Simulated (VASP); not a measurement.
## Sc: single point with BLYP

The system is Sc.

```
Sc
1.0
     0.00000    2.22611    2.22611
     2.22611    0.00000    2.22611
     2.22611    2.22611    0.00000
Sc
1
Direct
  0.00000 0.00000 0.00000
```

This isn't the form of Sc at room conditions, which is hcp.

```json
{
 "Program": "VASP 6.6.1",
 "Task": "single point",
 "Functional": "BLYP",
 "Potentials or basis": "VASP PAW PBE potentials, release 64 (Sc_sv)",
 "Cutoff": "520 eV",
 "k mesh": "13 × 13 × 13",
 "Occupations": "fermi-dirac, width 0.1 eV",
 "Spin": "no spin polarisation",
 "Dipole correction": "no",
 "Further INCAR settings": "ALGO = Normal; EDIFF = 1e-07; NBANDS = 12"
}
```

The pressure is 7.7 GPa. The band gap on the k mesh is zero (an odd number of electrons rules out a gap without spin polarisation).

Levels at points of the mesh, in eV from the Fermi level:
| k point | band 1 | band 2 | band 3 | band 4 | band 5 | band 6 | band 7 | band 8 | band 9 | band 10 |
| --- | --- | --- | --- | --- | --- | --- | --- | --- | --- | --- |
| (0.00, 0.00, 0.00) | -49.03 | -27.51 | -27.51 | -27.51 | -5.26 | 1.62 | 1.62 | 1.62 | 3.18 | 3.18 |

Run time: 23 s on 1 thread of AMD EPYC 7R13 Processor (Zen 3), on a shared host, peak memory 0.11 GiB.

Caveat: the cell stands under pressure; the PAW data sets were made with another functional, which shifts forces and pressure a little.
